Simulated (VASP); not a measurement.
# KTaO3 (m) (P4/mmm) in VASP: notebook

Runs on KTaO3 (m). Level: PBEsol. Tasks: single point.

All numbers are computed with VASP 6.6.1; they aren't measurements. Logs are shortened: lines on timing, memory, paths and dates and some standing lists are left out, and cuts for length are marked.

**1. The cell of the first run**

The structure is tetragonal, space group P4/mmm (No. 123). The conventional cell has a = 4.058 Å, b = 4.058 Å, c = 3.962 Å, α = 90.00°, β = 90.00°, γ = 90.00°. K (site symmetry 4/mmm) has 12 O at 2.84 to 2.87 Å and 8 Ta at 3.49 Å within 3.7 Å. Within 2.6 Å of Ta (site symmetry 4/mmm) lie 6 O at 1.98 to 2.03 Å. Within 2.6 Å of O (site symmetry 4/mmm) lie 2 Ta at 1.98 Å. Within 2.7 Å of O (site symmetry mmm) lie 2 Ta at 2.03 Å.

**2. Single point, PBEsol**

The input, INCAR:

```
  ALGO = Normal
  EDIFF = 1E-6
  ENCUT = 600
  GGA = PS
  GGA_COMPAT = False
  ISIF = 2
  ISMEAR = 0
  LASPH = True
  LCHARG = True
  LELF = True
  LREAL = False
  LVHAR = True
  LWAVE = False
  NBANDS = 27
  NELM = 120
  PREC = Accurate
  SIGMA = 0.02
```

The input, KPOINTS:

```
k-points
0
Gamma
  8 8 8
```

The input, POSCAR:

```
KTaO3
1.0
    4.0575754182      0.0000000000      0.0000000000
    0.0000000000      4.0575754182      0.0000000000
    0.0000000000      0.0000000000      3.9615793016
K Ta O
1 1 3
Direct
    0.0000000000      0.0000000000      0.0000000000
    0.5000000000      0.5000000000      0.5000000000
    0.5000000000      0.5000000000      0.0000000000
    0.5000000000      0.0000000000      0.5000000000
    0.0000000000      0.5000000000      0.5000000000
```

Potentials or basis: VASP PAW PBE potentials, release 64 (K_sv, Ta_pv, O).

Started as:

```sh
$ cat potpaw_PBE.64/K_sv/POTCAR potpaw_PBE.64/Ta_pv/POTCAR potpaw_PBE.64/O/POTCAR > POTCAR
$ mpirun -np 1 vasp_std > vasp.out
```

OUTCAR:

```text
EDIFF = 1E-6
   ENCUT = 600
   GGA = PS
   ISIF = 2
   ISMEAR = 0
   LASPH = True
   LREAL = False
   NELM = 120
   PREC = Accurate

 ion  position               nearest neighbor table
   1  0.000  0.000  0.000-   4 2.84   5 2.84   4 2.84   5 2.84   5 2.84   5 2.84   4 2.84   4 2.84
                             3 2.87   3 2.87   3 2.87   3 2.87   2 3.49   2 3.49   2 3.49   2 3.49
   2  0.500  0.500  0.500-   3 1.98   3 1.98   5 2.03   4 2.03   4 2.03   5 2.03   1 3.49   1 3.49
                             1 3.49   1 3.49   1 3.49   1 3.49   1 3.49   1 3.49
   3  0.500  0.500  0.000-   2 1.98   2 1.98   1 2.87   1 2.87   1 2.87   1 2.87
   4  0.500  0.000  0.500-   2 2.03   2 2.03   1 2.84   1 2.84   1 2.84   1 2.84
   5  0.000  0.500  0.500-   2 2.03   2 2.03   1 2.84   1 2.84   1 2.84   1 2.84

  LATTYP: Found a simple tetragonal cell.
 ALAT       =     4.0575754182
 C/A-ratio  =     0.9763415077

  Lattice vectors:

 A1 = (   4.0575754182,   0.0000000000,   0.0000000000)
 A2 = (   0.0000000000,   4.0575754182,   0.0000000000)
 A3 = (   0.0000000000,   0.0000000000,   3.9615793016)

Analysis of symmetry for initial positions (statically):
=====================================================================
 Subroutine PRICEL returns:
 Original cell was already a primitive cell.

 Routine SETGRP: Setting up the symmetry group for a
 simple tetragonal supercell.

 Subroutine GETGRP returns: Found 16 space group operations
 (whereof 16 operations were pure point group operations)
 out of a pool of 16 trial point group operations.

The static configuration has the point symmetry D_4h.

Analysis of symmetry for dynamics (positions and initial velocities):
=====================================================================
 Subroutine PRICEL returns:
 Original cell was already a primitive cell.

 Routine SETGRP: Setting up the symmetry group for a
 simple tetragonal supercell.

 Subroutine GETGRP returns: Found 16 space group operations
 (whereof 16 operations were pure point group operations)
 out of a pool of 16 trial point group operations.

The dynamic configuration has the point symmetry D_4h.

 Subroutine INISYM returns: Found 16 space group operations
 (whereof 16 operations are pure point group operations),
 and found     1 'primitive' translations

----------------------------------------------------------------------------------------

                                     Primitive cell

  volume of cell :      65.2231

  direct lattice vectors                    reciprocal lattice vectors
     4.057575418  0.000000000  0.000000000     0.246452597  0.000000000  0.000000000
     0.000000000  4.057575418  0.000000000     0.000000000  0.246452597  0.000000000
     0.000000000  0.000000000  3.961579302     0.000000000  0.000000000  0.252424582

  length of vectors
     4.057575418  4.057575418  3.961579302     0.246452597  0.246452597  0.252424582

  position of ions in fractional coordinates (direct lattice)
     0.000000000  0.000000000  0.000000000
     0.500000000  0.500000000  0.500000000
     0.500000000  0.500000000  0.000000000
     0.500000000  0.000000000  0.500000000
     0.000000000  0.500000000  0.500000000

  ion indices of the primitive-cell ions
   primitive index   ion index
                 1           1
                 2           2
                 3           3
                 4           4
                 5           5

----------------------------------------------------------------------------------------

 KPOINTS: k-points

Automatic generation of k-mesh.
 Grid dimensions read from file:
 generate k-points for:    8    8    8

 Generating k-lattice:

  Cartesian coordinates                     Fractional coordinates (reciprocal lattice)
     0.030806575  0.000000000  0.000000000     0.125000000  0.000000000  0.000000000
     0.000000000  0.030806575  0.000000000     0.000000000  0.125000000  0.000000000
     0.000000000  0.000000000  0.031553073     0.000000000  0.000000000  0.125000000

  Length of vectors
     0.030806575  0.030806575  0.031553073

  Shift w.r.t. Gamma in fractional coordinates (k-lattice)
     0.000000000  0.000000000  0.000000000

 Subroutine IBZKPT returns following result:
 ===========================================

 Found     75 irreducible k-points:

 Following reciprocal coordinates:
            Coordinates               Weight
  0.000000  0.000000  0.000000      1.000000
  0.125000  0.000000  0.000000      4.000000
  0.250000  0.000000  0.000000      4.000000
  0.375000  0.000000  0.000000      4.000000
  0.500000  0.000000  0.000000      2.000000
  0.125000  0.125000  0.000000      4.000000
[... 16 lines left out ...]
  0.375000  0.125000  0.125000     16.000000
  0.500000  0.125000  0.125000      8.000000
 [... further k-points ...]
   k-points           NKPTS =     75   k-points in BZ     NKDIM =     75   number of bands    NBANDS=     27
   number of dos      NEDOS =    301   number of ions     NIONS =      5
   total plane-waves  NPLWV =  32768
   dimension x,y,z NGX =    32 NGY =   32 NGZ =   32
   dimension x,y,z NGXF=    64 NGYF=   64 NGZF=   64
   ions per type =               1   1   3
   NGX,Y,Z   is equivalent  to a cutoff of  13.11, 13.11, 13.43 a.u.
   NGXF,Y,Z  is equivalent  to a cutoff of  26.22, 26.22, 26.86 a.u.
 SYSTEM =  unknown system
   PREC   = accura    normal or accurate (medium, high low for compatibility)
   ISTART =      0    job   : 0-new  1-cont  2-samecut
   ICHARG =      2    charge: 1-file 2-atom 10-const
   ISPIN  =      1    spin polarized calculation?
   LNONCOLLINEAR =      F non collinear calculations
   LSORBIT =      F    spin-orbit coupling
   LASPH  =      T    aspherical Exc in radial PAW
   ENCUT  =  600.0 eV  44.10 Ry    6.64 a.u.   8.10  8.10  7.91*2*pi/ulx,y,z
   NELM   =    120;   NELMIN=  2; NELMDL= -5     # of ELM steps
   EDIFF  = 0.1E-05   stopping-criterion for ELM
   LREAL  =      F    real-space projection
   EDIFFG = 0.1E-04   stopping-criterion for IOM
   NSW    =      0    number of steps for IOM
   IBRION =     -1    ionic relax: 0-MD 1-quasi-New 2-CG
   NFREE  =      0    steps in history (QN), initial steepest desc. (CG)
   ISIF   =      2    stress and relaxation
   ISYM   =      2    0-nonsym 1-usesym 2-fastsym
   POTIM  = 0.5000    time-step for ionic-motion
   TEBEG  =    0.0;   TEEND  =   0.0 temperature during run
   PSTRESS=    0.0 pullay stress
   NELECT =      38.0000    total number of electrons
   NUPDOWN=      -1.0000    fix difference up-down
   EMIN   =  10.00;   EMAX   =-10.00  energy-range for DOS
   EFERMI =   0.00;   METHOD = LEGACY
   ISMEAR =     0;   SIGMA  =   0.02  broadening in eV -4-tet -1-fermi 0-gaus
   EFERMI_NEDOS =   21; number of points for ismear=-14 and -15
   IALGO  =     38    algorithm
   IMIX   =      4    mixing-type and parameters
     AMIX     =   0.40;   BMIX     =  1.00
     AMIX_MAG =   1.60;   BMIX_MAG =  1.00
  volume/ion in A,a.u.               =      13.04        88.03
  Fermi-wavevector in a.u.,A,eV,Ry     =   1.367316  2.583852 25.436807  1.869553
  Thomas-Fermi vector in A             =   2.493379
   LORBIT       =      0    0 simple, 1 ext, 2 COOP (PROOUT), +10 PAW based schemes
   GGA     = PS    functional components
   LHFCALC =     F    Hartree Fock is set to
   AEXX    =    0.0000 exact exchange contribution
   IVDW    =     0    specifies the selected vdW correction
   LEPSILON=     F    determine dielectric tensor
   LRPA    =     F    only Hartree local field effects (RPA)
 non-spin polarized calculation
 Gauss-broadening in eV      SIGMA  =   0.02
  energy-cutoff  :      600.00
  volume of cell :       65.22
 maximum number of plane-waves:      2224
   NGX = 17   NGY = 17   NGZ = 15

 number of electron      38.0000010 magnetization

 Free energy of the ion-electron system (eV)
  ---------------------------------------------------
  ext. energy  EPLUGINS =         0.00000000
  ---------------------------------------------------
  free energy    TOTEN  =       -42.87605232 eV

  energy without entropy =      -42.87605232  energy(sigma->0) =      -42.87605232

 E-fermi :   1.7063     XC(G=0): -10.9932

 val. band max:        1.4947028115   @ k =   0.5000   0.5000   0.5000
 cond. band min:       3.4795860236   @ k =   0.0000   0.0000   0.0000
 fundamental gap:      1.9848832121
 Fermi energy:         1.7063430375

 k-point     1 :       0.0000    0.0000    0.0000
  band No.  band energies     occupation
      1     -32.7386      2.00000
      2     -32.7011      2.00000
      3     -32.7011      2.00000
      4     -25.6633      2.00000
      5     -15.9596      2.00000
      6     -15.2646      2.00000
[... 19 lines left out ...]
     26       9.3323      0.00000
     27       9.4579      0.00000

 k-point     2 :       0.1250    0.0000    0.0000
  band No.  band energies     occupation
      1     -32.7382      2.00000
      2     -32.7117      2.00000
      3     -32.7007      2.00000
      4     -25.6598      2.00000
      5     -15.9348      2.00000
      6     -15.2337      2.00000
[... 19 lines left out ...]
     26       9.5255      0.00000
     27       9.6644      0.00000

 k-point     3 :       0.2500    0.0000    0.0000
  band No.  band energies     occupation
      1     -32.7373      2.00000
      2     -32.7370      2.00000
      3     -32.6998      2.00000
      4     -25.6513      2.00000
      5     -15.9040      2.00000
      6     -15.2025      2.00000
[... 19 lines left out ...]
     26      10.0188      0.00000
     27      10.3474      0.00000

 k-point     4 :       0.3750    0.0000    0.0000
  band No.  band energies     occupation
      1     -32.7621      2.00000
      2     -32.7363      2.00000
      3     -32.6988      2.00000
      4     -25.6429      2.00000
      5     -15.8992      2.00000
      6     -15.1923      2.00000
[... 19 lines left out ...]
     26      10.5319      0.00000
     27      11.5174      0.00000

 k-point     5 :       0.5000    0.0000    0.0000
  band No.  band energies     occupation
      1     -32.7724      2.00000
      2     -32.7359      2.00000
      3     -32.6984      2.00000
      4     -25.6394      2.00000
      5     -15.9018      2.00000
      6     -15.1897      2.00000
[... 19 lines left out ...]
     26      10.7538      0.00000
     27      11.8856      0.00000

 k-point     6 :       0.1250    0.1250    0.0000
  band No.  band energies     occupation
      1     -32.7378      2.00000
      2     -32.7114      2.00000
      3     -32.7112      2.00000
      4     -25.6565      2.00000
      5     -15.9058      2.00000
      6     -15.1791      2.00000
[... 444 lines left out ...]
      1     -32.7523      2.00000
      2     -32.7108      2.00000
      3     -32.7106      2.00000
      4     -25.6529      2.00000
      5     -15.7897      2.00000
      6     -15.1522      2.00000
[... 19 lines left out ...]
     26       9.9318      0.00000
     27      10.0423      0.00000

 k-point    22 :       0.2500    0.1250    0.1250
  band No.  band energies     occupation
      1     -32.7513      2.00000
      2     -32.7359      2.00000
      3     -32.7097      2.00000
      4     -25.6456      2.00000
      5     -15.7336      2.00000
      6     -15.0970      2.00000
[... 19 lines left out ...]
     26      10.3664      0.00000
     27      10.6374      0.00000

 k-point    23 :       0.3750    0.1250    0.1250
  band No.  band energies     occupation
      1     -32.7609      2.00000
      2     -32.7503      2.00000
      3     -32.7087      2.00000
      4     -25.6382      2.00000
      5     -15.7140      2.00000
      6     -15.0806      2.00000
[... 19 lines left out ...]
     26      10.8364      0.00000
     27      11.6710      0.00000

 k-point    24 :       0.5000    0.1250    0.1250
  band No.  band energies     occupation
      1     -32.7712      2.00000
      2     -32.7499      2.00000
      3     -32.7083      2.00000
      4     -25.6352      2.00000
      5     -15.7120      2.00000
      6     -15.0765      2.00000
[... 19 lines left out ...]
     26      11.0583      0.00000
     27      12.1671      0.00000

 [... further k-points ...]

------------------------ aborting loop because EDIFF is reached ----------------------------------------

  FORCE on cell =-STRESS in cart. coord.  units (eV):
  Direction    XX          YY          ZZ          XY          YZ          ZX
  --------------------------------------------------------------------------------------
  -------------------------------------------------------------------------------------
  Total       -3.1651750     -3.1651750      0.2490642      0.0000000      0.0000000      0.0000000
  in kB      -77.7511371    -77.7511371      6.1181532      0.0000000      0.0000000      0.0000000
  external PRESSURE =     -49.7947070 kB  Pullay stress =       0.0000000 kB

 VOLUME and BASIS-vectors are now :
 -----------------------------------------------------------------------------
  energy-cutoff  :      600.00
  volume of cell :       65.22
      direct lattice vectors                 reciprocal lattice vectors
     4.057575418  0.000000000  0.000000000     0.246452597  0.000000000  0.000000000
     0.000000000  4.057575418  0.000000000     0.000000000  0.246452597  0.000000000
     0.000000000  0.000000000  3.961579302     0.000000000  0.000000000  0.252424582

 POSITION                                       TOTAL-FORCE (eV/Angst)
 -----------------------------------------------------------------------------------
      0.00000      0.00000      0.00000         0.000000      0.000000      0.000000
      2.02879      2.02879      1.98079         0.000000      0.000000      0.000000
      2.02879      2.02879      0.00000         0.000000      0.000000      0.000000
      2.02879      0.00000      1.98079         0.000000      0.000000      0.000000
      0.00000      2.02879      1.98079         0.000000      0.000000      0.000000
 -----------------------------------------------------------------------------------
    total drift:                                0.000000     -0.000000     -0.000000

  FREE ENERGIE OF THE ION-ELECTRON SYSTEM (eV)
  ---------------------------------------------------
  free  energy   TOTEN  =       -42.8760523244 eV

  energy  without entropy=      -42.8760523244  energy(sigma->0) =      -42.87605232
```

Run time: 1.7 min. Hardware: 1 thread of Intel Xeon 6975P-C, shared host; peak memory 0.29 GiB.

What came out:

```
Free energy            : -42.8761 eV
Pressure               : -5.0 GPa
Band gap on the k mesh : 1.98 eV, indirect (least direct gap 2.62 eV)
```

Stress tensor (GPa, compression positive):
```
-7.78  0.00  0.00
 0.00 -7.78  0.00
 0.00  0.00  0.61
```

Levels at points of the mesh, in eV from the valence-band top:
```tsv
k point	band 17	band 18	band 19	band 20	band 21	band 22
(0.00, 0.00, 0.00)	-0.65	-0.65	-0.63	1.98	2.02	2.02
(0.50, 0.00, 0.00)	-1.51	-0.92	-0.85	2.16	4.68	4.68
(0.50, 0.50, 0.00)	-1.61	-1.61	-0.05	4.72	4.72	5.92
(0.00, 0.00, 0.50)	-1.46	-0.84	-0.84	2.16	4.98	4.98
(0.50, 0.00, 0.50)	-1.37	-1.35	-0.07	4.73	5.02	6.14
(0.50, 0.50, 0.50)	-0.03	-0.03	0.00	6.05	6.26	6.26
```

Caveat: the PAW data sets were made with another functional, which shifts forces and pressure a little; spin-orbit coupling is left out, which moves the levels of the heavy elements.

(Continued in part 2 of 2.)
